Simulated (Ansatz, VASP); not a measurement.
# One calculation of Na, two programs

INCAR

```
PREC = Accurate
ENCUT = 520
EDIFF = 1E-6
ISMEAR = 0
SIGMA = 0.15
LREAL = F
LASPH = T
NELM = 60
ALGO = Fast
ISIF = 2
LWAVE = F
LCHARG = F
NBANDS = 14
```

The input KPOINTS:

```
Automatic mesh
0
Gamma
  15 15 8
```

File POSCAR:

```
Na
1.0
    3.4761407018      0.0000000000      0.0000000000
   -1.7380703509      3.0104261549      0.0000000000
    0.0000000000      0.0000000000      5.8981745703
Na
2
Direct
    0.1400154968      0.6666666667      0.2500000000
    0.8599845032      0.3333333333      0.7500000000
```

Input for Ansatz:

```yaml
crystal:
  lattice:
    - [3.4761407018, 0.0, 0.0]
    - [-1.7380703509, 3.0104261549, 0.0]
    - [0.0, 0.0, 5.8981745703]
  atoms:
    - { symbol: Na, position: [0.1400154968, 0.6666666667, 0.25] }
    - { symbol: Na, position: [0.8599845032, 0.3333333333, 0.75] }
basis:
  ecutwfc: 520.0
kpoints:
  mp_grid: { grid: [15, 15, 8] }
hamiltonian:
  xc: lda
  pseudopotentials: { kind: paw }
scf:
  occupations: { method: gaussian, width: 0.15 }
output:
  forces: true
  stress: true
  eigenvalues: true
```

Change from the starting cell: mode 4 frozen in at -0.700 Å, equal normal strain along x and y -0.0400.

Alike in both runs: task single point; functional LDA; k mesh 15 × 15 × 8; occupations gaussian, width 0.15 eV; no spin polarisation.

|  | VASP | Ansatz |
| --- | --- | --- |
| version | VASP 6.6.1 | Ansatz 0.2.0 |
| potentials or method | VASP PAW LDA potentials, release 64 (Na_pv), cutoff 520 eV | scalar-relativistic, plane waves, PAW |
| valence electrons in the cell | 14 | 18 |

VASP gave:

* gap on the k mesh at the Fermi level (eV): none
* pressure (GPa): 0.9
* traceless stress, the component that is largest in VASP (GPa): 0.64
* rms of the force components (eV/Å): 0.082

Problem. Estimate Ansatz's values.

Solution. gap on the k mesh at the Fermi level (eV): none; pressure (GPa): 1.0; traceless stress, the component that is largest in VASP (GPa): 0.64; rms of the force components (eV/Å): 0.082.

LDA's correlation is that of Perdew and Zunger in VASP and of Perdew and Wang (1992) in Ansatz. Atom by atom the forces differ by 0.000 eV/Å (rms over components). A gap of «none» marks a metal or a gap that the smearing closes. VASP's potentials hold 14 valence electrons a cell and Ansatz's 18, so a difference there can come from the potentials and not from the codes.
